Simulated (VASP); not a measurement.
**Zn2O3: single point with PBE**

The system is Zn2O3.

```xyz
10
Lattice="4.9020 0.0000 0.0000 0.0000 4.9020 0.0000 0.0000 0.0000 4.9020" Properties=species:S:1:pos:R:3 pbc="T T T"
Zn    1.2255    1.2255    1.2255
Zn    3.6765    3.6765    1.2255
Zn    3.6765    1.2255    3.6765
Zn    1.2255    3.6765    3.6765
O     2.4510    0.0000    0.0000
O     0.0000    2.4510    0.0000
O     0.0000    0.0000    2.4510
O     2.4510    2.4510    0.0000
O     2.4510    0.0000    2.4510
O     0.0000    2.4510    2.4510
```

```json
{
 "Program": "VASP 6.6.1",
 "Task": "single point",
 "Functional": "PBE",
 "Potentials or basis": "VASP PAW PBE potentials, release 64 (Zn, O)",
 "Cutoff": "520 eV",
 "k mesh": "8 × 8 × 8",
 "Occupations": "fermi-dirac, width 0.0612256 eV",
 "Spin": "no spin polarisation",
 "Dipole correction": "no",
 "Further INCAR settings": "ALGO = Normal; EDIFF = 1e-06; NBANDS = 53"
}
```

```json
{"Pressure": "-4.0 GPa", "Band gap on the k mesh": "zero (bands 42 and 43 overlap by 1.23 eV)"}
```

Levels at points of the mesh, in eV from the Fermi level:
| k point | band 40 | band 41 | band 42 | band 43 | band 44 | band 45 |
| --- | --- | --- | --- | --- | --- | --- |
| (0.00, 0.00, 0.00) | 0.00 | 0.00 | 0.62 | 0.62 | 0.62 | 1.60 |
| (0.50, 0.00, 0.00) | -1.05 | 0.23 | 0.23 | 0.53 | 0.53 | 3.95 |
| (0.50, 0.50, 0.00) | -1.69 | -0.43 | -0.43 | 0.33 | 0.33 | 5.35 |
| (0.50, 0.50, 0.50) | -0.66 | -0.66 | -0.66 | -0.61 | -0.61 | 6.18 |

Run time: 4.9 min on 1 thread of Intel Xeon 8259CL, on a shared host, peak memory 0.3 GiB.

Caveat: the cell stands under tension.
